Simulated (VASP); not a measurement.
Wanted: the native input for a VASP 6.6.1 run.

```yaml
Task: relaxation of cell and atoms
Functional: PBE
Potentials_or_basis: VASP PAW PBE potentials, release 64 (Ta_pv, Al, B)
Cutoff: 600 eV
k_mesh: 12 × 12 × 2
Occupations: gaussian, width 0.1 eV
Spin: no spin polarisation
Dipole_correction: no
Further_INCAR_settings: ALGO = Fast; EDIFF = 1e-06; IBRION = 2; EDIFFG = -0.01; NSW = 100; ISIF = 3
```

The structure of TaAl5B lies in POSCAR:

```
TaAl5B
1.0
    2.9728288471      0.0000000000      0.0000000000
   -1.4864144236      2.5745453027      0.0000000000
    0.0000000000      0.0000000000     28.3283544227
Ta Al B
2 10 2
Direct
    0.0000000000      0.0000000000      0.4393576016
    0.0000000000      0.0000000000      0.5606423984
    0.6666666667      0.3333333333      0.2793306004
    0.0000000000      0.0000000000      0.2007495349
    0.3333333333      0.6666666667      0.1205074338
    0.6666666667      0.3333333333      0.0404265504
    0.3333333333      0.6666666667      0.9595734496
    0.6666666667      0.3333333333      0.6402398032
    0.3333333333      0.6666666667      0.3597601968
    0.0000000000      0.0000000000      0.7992504651
    0.6666666667      0.3333333333      0.8794925662
    0.3333333333      0.6666666667      0.7206693996
    0.3333333333      0.6666666667      0.5001024640
    0.6666666667      0.3333333333      0.4998975360
```

These files were run (other wordings do the same):

INCAR

```
SYSTEM = TaAl5B
PREC = Accurate
ENCUT = 600
EDIFF = 1E-6
ISMEAR = 0
SIGMA = 0.1
LREAL = .False.
LASPH = .True.
NELM = 80
ALGO = Fast
ISIF = 3
LWAVE = .False.
LCHARG = .False.
GGA = PE
IBRION = 2
NSW = 100
EDIFFG = -0.01
```

KPOINTS

```
Automatic mesh
0
Gamma
  12 12 2
  0 0 0
```

Potentials or basis: VASP PAW PBE potentials, release 64 (Ta_pv, Al, B).

Command:

```console
$ cat potpaw_PBE.64/Ta_pv/POTCAR potpaw_PBE.64/Al/POTCAR potpaw_PBE.64/B/POTCAR > POTCAR
$ mpirun -np 1 vasp_std > vasp.out
```

It gave:

```yaml
Relaxed_volume: 15.50 Å³/atom
Relaxed_cell: a = 2.973 Å, b = 2.973 Å, c = 28.344 Å, α = 90.00°, β = 90.00°, γ = 120.00°
Space_group_after_relaxing_to_0.1_Å: P-3m1 (No. 164)
Energy_gained_by_relaxing: 0.0 meV/atom
Ionic_steps: 4
Pressure_after_relaxing: 0.0 GPa
Largest_force_after_relaxing: 0.010 eV/Å
```

Caveat: the highest band is partly filled, so the run has too few bands.

Wall time 17 min on 1 thread of Intel Xeon 8259CL, on a shared host, peak memory 0.58 GiB.
